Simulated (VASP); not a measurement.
# B3As5 (Pm-3m) in VASP: single point with PBE

Aim: the single point of B3As5 with PBE.

All numbers are computed with VASP 6.6.1; they aren't measurements. Logs are shortened: lines on timing, memory, paths and dates and some standing lists are left out, and cuts for length are marked.

## 1. The cell of the first run

The structure is cubic, space group Pm-3m (No. 221). Conventional cell: a = 4.905 Å, b = 4.905 Å, c = 4.905 Å, α = 90.00°, β = 90.00°, γ = 90.00°. B (site symmetry 4/mmm) has 6 As at 2.45 Å within 3.2 Å. Within 3.2 Å of As (site symmetry 4/mmm) lie 4 B at 2.45 Å and 2 As at 2.45 Å. Within 3.2 Å of As (site symmetry m-3m) lie 6 As at 2.45 Å. As (site symmetry m-3m) has 6 B at 2.45 Å within 3.2 Å.

## 2. Single point, PBE

INCAR reads:

```
SYSTEM = B3As5
ALGO = Normal
EDIFF = 1E-6
ENCUT = 500
GGA = PE
GGA_COMPAT = .False.
ISIF = 2
ISMEAR = 0
LASPH = .True.
LCHARG = .False.
LREAL = .False.
LWAVE = .False.
NBANDS = 27
NELM = 120
PREC = Accurate
SIGMA = 0.2
```

KPOINTS reads:

```
k-points
0
Gamma
  3 3 3
  0 0 0
```

POSCAR reads:

```
B3As5
1.0
    4.9046835402      0.0000000000      0.0000000000
    0.0000000000      4.9046835402      0.0000000000
    0.0000000000      0.0000000000      4.9046835402
B As
3 5
Direct
    0.0000000000      0.5000000000      0.5000000000
    0.5000000000      0.0000000000      0.5000000000
    0.5000000000      0.5000000000      0.0000000000
    0.5000000000      0.0000000000      0.0000000000
    0.0000000000      0.5000000000      0.0000000000
    0.0000000000      0.0000000000      0.5000000000
    0.0000000000      0.0000000000      0.0000000000
    0.5000000000      0.5000000000      0.5000000000
```

Potentials or basis: VASP PAW PBE potentials, release 64 (B, As).

Launch:

```console
cat potpaw_PBE.64/B/POTCAR potpaw_PBE.64/As/POTCAR > POTCAR
mpirun -np 1 vasp_std > vasp.out
```

OUTCAR:

```text
SYSTEM = B3As5
   EDIFF = 1E-6
   ENCUT = 500
   GGA = PE
   ISIF = 2
   ISMEAR = 0
   LASPH = .True.
   LREAL = .False.
   NELM = 120
   PREC = Accurate

 ion  position               nearest neighbor table
   1  0.000  0.500  0.500-   5 2.45   6 2.45   8 2.45   5 2.45   6 2.45   8 2.45
   2  0.500  0.000  0.500-   4 2.45   6 2.45   8 2.45   4 2.45   8 2.45   6 2.45
   3  0.500  0.500  0.000-   4 2.45   5 2.45   8 2.45   8 2.45   4 2.45   5 2.45
   4  0.500  0.000  0.000-   2 2.45   3 2.45   7 2.45   2 2.45   3 2.45   7 2.45
   5  0.000  0.500  0.000-   1 2.45   3 2.45   7 2.45   1 2.45   7 2.45   3 2.45
   6  0.000  0.000  0.500-   1 2.45   2 2.45   7 2.45   7 2.45   1 2.45   2 2.45
   7  0.000  0.000  0.000-   4 2.45   5 2.45   6 2.45   6 2.45   5 2.45   4 2.45
   8  0.500  0.500  0.500-   1 2.45   2 2.45   3 2.45   3 2.45   2 2.45   1 2.45

  LATTYP: Found a simple cubic cell.
 ALAT       =     4.9046835402

  Lattice vectors:

 A1 = (   4.9046835402,   0.0000000000,   0.0000000000)
 A2 = (   0.0000000000,   4.9046835402,   0.0000000000)
 A3 = (   0.0000000000,   0.0000000000,   4.9046835402)

Analysis of symmetry for initial positions (statically):
=====================================================================
 Subroutine PRICEL returns:
 Original cell was already a primitive cell.

 Routine SETGRP: Setting up the symmetry group for a
 simple cubic supercell.

 Subroutine GETGRP returns: Found 48 space group operations
 (whereof 48 operations were pure point group operations)
 out of a pool of 48 trial point group operations.

The static configuration has the point symmetry O_h .

Analysis of symmetry for dynamics (positions and initial velocities):
=====================================================================
 Subroutine PRICEL returns:
 Original cell was already a primitive cell.

 Routine SETGRP: Setting up the symmetry group for a
 simple cubic supercell.

 Subroutine GETGRP returns: Found 48 space group operations
 (whereof 48 operations were pure point group operations)
 out of a pool of 48 trial point group operations.

The dynamic configuration has the point symmetry O_h .

 Subroutine INISYM returns: Found 48 space group operations
 (whereof 48 operations are pure point group operations),
 and found     1 'primitive' translations

[... 86 lines left out ...]
   LREAL  =      F    real-space projection
   EDIFFG = 0.1E-04   stopping-criterion for IOM
   NSW    =      0    number of steps for IOM
   IBRION =     -1    ionic relax: 0-MD 1-quasi-New 2-CG
   NFREE  =      0    steps in history (QN), initial steepest desc. (CG)
   ISIF   =      2    stress and relaxation
   ISYM   =      2    0-nonsym 1-usesym 2-fastsym
   POTIM  = 0.5000    time-step for ionic-motion
   TEBEG  =    0.0;   TEEND  =   0.0 temperature during run
   PSTRESS=    0.0 pullay stress
   NELECT =      34.0000    total number of electrons
   NUPDOWN=      -1.0000    fix difference up-down
   EMIN   =  10.00;   EMAX   =-10.00  energy-range for DOS
   EFERMI =   0.00;   METHOD = LEGACY
   ISMEAR =     0;   SIGMA  =   0.20  broadening in eV -4-tet -1-fermi 0-gaus
   EFERMI_NEDOS =   21; number of points for ismear=-14 and -15
   IALGO  =     38    algorithm
   IMIX   =      4    mixing-type and parameters
     AMIX     =   0.40;   BMIX     =  1.00
     AMIX_MAG =   1.60;   BMIX_MAG =  1.00
  volume/ion in A,a.u.               =      14.75        99.53
  Fermi-wavevector in a.u.,A,eV,Ry     =   1.081326  2.043411 15.908841  1.169267
  Thomas-Fermi vector in A             =   2.217340
   LORBIT       =      0    0 simple, 1 ext, 2 COOP (PROOUT), +10 PAW based schemes
   GGA     = PE    functional components
   LHFCALC =     F    Hartree Fock is set to
   AEXX    =    0.0000 exact exchange contribution
   IVDW    =     0    specifies the selected vdW correction
   LEPSILON=     F    determine dielectric tensor
   LRPA    =     F    only Hartree local field effects (RPA)
 non-spin polarized calculation
 Gauss-broadening in eV      SIGMA  =   0.20
  energy-cutoff  :      500.00
  volume of cell :      117.99
 maximum number of plane-waves:      3007
 NGX is ok and might be reduce to    36
   NGX = 17   NGY = 17   NGZ = 17

 number of electron      34.0000003 magnetization

 Free energy of the ion-electron system (eV)
  ---------------------------------------------------
  ext. energy  EPLUGINS =         0.00000000
  ---------------------------------------------------
  free energy    TOTEN  =       -36.07781901 eV

  energy without entropy =      -36.00399691  energy(sigma->0) =      -36.04090796

 E-fermi :   6.4607     XC(G=0): -10.9274

 val. band max:        6.1652891536   @ k =   0.3333   0.3333   0.3333
 cond. band min:       6.5633798108   @ k =   0.3333   0.3333   0.3333
 fundamental gap:      0.3980906571
 Fermi energy:         6.4607233957

 k-point     1 :       0.0000    0.0000    0.0000
  band No.  band energies     occupation
      1      -9.3827      2.00000
      2      -4.9183      2.00000
      3      -4.4242      2.00000
      4      -4.4242      2.00000
      5      -1.1804      2.00000
      6      -1.1804      2.00000
[... 109 lines left out ...]
     26      10.4680      0.00000
     27      11.6212      0.00000

------------------------ aborting loop because EDIFF is reached ----------------------------------------

  FORCE on cell =-STRESS in cart. coord.  units (eV):
  Direction    XX          YY          ZZ          XY          YZ          ZX
  --------------------------------------------------------------------------------------
  -------------------------------------------------------------------------------------
  Total       -0.0013290     -0.0013290     -0.0013290     -0.0000000      0.0000000     -0.0000000
  in kB       -0.0180468     -0.0180468     -0.0180468     -0.0000000      0.0000000     -0.0000000
  external PRESSURE =      -0.0180468 kB  Pullay stress =       0.0000000 kB

 VOLUME and BASIS-vectors are now :
 -----------------------------------------------------------------------------
  energy-cutoff  :      500.00
  volume of cell :      117.99
      direct lattice vectors                 reciprocal lattice vectors
     4.904683540  0.000000000  0.000000000     0.203886753  0.000000000  0.000000000
     0.000000000  4.904683540  0.000000000     0.000000000  0.203886753  0.000000000
     0.000000000  0.000000000  4.904683540     0.000000000  0.000000000  0.203886753

 POSITION                                       TOTAL-FORCE (eV/Angst)
 -----------------------------------------------------------------------------------
      0.00000      2.45234      2.45234         0.000000      0.000000      0.000000
      2.45234      0.00000      2.45234         0.000000      0.000000      0.000000
      2.45234      2.45234      0.00000         0.000000      0.000000      0.000000
      2.45234      0.00000      0.00000         0.000000      0.000000      0.000000
      0.00000      2.45234      0.00000         0.000000      0.000000      0.000000
      0.00000      0.00000      2.45234         0.000000      0.000000      0.000000
      0.00000      0.00000      0.00000         0.000000      0.000000      0.000000
      2.45234      2.45234      2.45234         0.000000      0.000000      0.000000
 -----------------------------------------------------------------------------------
    total drift:                                0.000000      0.000000     -0.000000

  FREE ENERGIE OF THE ION-ELECTRON SYSTEM (eV)
  ---------------------------------------------------
  free  energy   TOTEN  =       -36.0778190084 eV

  energy  without entropy=      -36.0039969119  energy(sigma->0) =      -36.04090796
```

stdout:

```text
POSCAR found type information on POSCAR B As
 POSCAR found :  2 types and       8 ions
 scaLAPACK will be used
 LDA part: xc-table for (Slater+PW92), standard interpolation
 POSCAR, INCAR and KPOINTS ok, starting setup
 FFT: planning ... GRIDC
 FFT: planning ... GRID_SOFT
 FFT: planning ... GRID
 WAVECAR not read
 entering main loop
```

It took 12 s on 1 thread of Intel Xeon Platinum 8488C (Sapphire Rapids), shared host; peak memory 0.19 GiB.

What came out:

```yaml
Free_energy: -36.0778 eV
Pressure: 0.0 GPa
Band_gap_on_the_k_mesh: zero (band 17 reaches 6.77 eV, above the bottom of band 18 at 5.95 eV)
```

Caveat: the k points lie up to 0.43 Å⁻¹ apart.
